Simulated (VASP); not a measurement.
Write the native input for VASP 6.6.1 that does the following.

| Property | Result |
| --- | --- |
| Task | electric field gradients |
| Functional | PBE |
| Potentials or basis | VASP PAW PBE potentials, release 64 (Cd, Se) |
| Cutoff | 520 eV |
| k mesh | 8 × 8 × 8 |
| Occupations | fermi-dirac, width 0.03 eV |
| Spin | no spin polarisation |
| Dipole correction | no |
| Further INCAR settings | ALGO = Normal; EDIFF = 1e-08; NBANDS = 16 |

The structure of CdSe lies in POSCAR:

```
CdSe
1.0
    0.0000000000      3.0702711986      3.0088657746
    3.0702711986      0.0000000000      3.0088657746
    3.0702711986      3.0702711986      0.0000000000
Cd Se
1 1
Direct
    0.0000000000      0.0000000000      0.0000000000
    0.2500000000      0.2500000000      0.2500000000
```

This cell differs from its parent crystal: zz strain of -2 %.

These files were run (other wordings do the same):

INCAR

```
SYSTEM = CdSe
PREC = Accurate
ENCUT = 520
EDIFF = 1E-8
ISMEAR = -1
SIGMA = 0.03
LREAL = .FALSE.
LASPH = .TRUE.
NELM = 60
ALGO = Normal
ISIF = 2
LWAVE = .FALSE.
LCHARG = .FALSE.
GGA = PE
LEFG = .TRUE.
NBANDS = 16
```

KPOINTS

```
Automatic mesh
0
G
  8 8 8
  0 0 0
```

Potentials or basis: VASP PAW PBE potentials, release 64 (Cd, Se).

Run with:

```console
$ cat potpaw_PBE.64/Cd/POTCAR potpaw_PBE.64/Se/POTCAR > POTCAR
$ mpirun -np 1 vasp_std > vasp.out
```

It gave:

The pressure is 2.7 GPa and the band gap on the k mesh is 0.55 eV, direct.

Caveat: the cell differs from its parent crystal (zz strain of -2 %); without QUAD_EFG the Cq values of the log hold for a quadrupole moment of 1 mb, not for the nuclei.

Run time: 16 s on 1 thread of Intel(R) Xeon(R) 6975P-C (Granite Rapids) (shared host), peak memory 0.21 GiB.
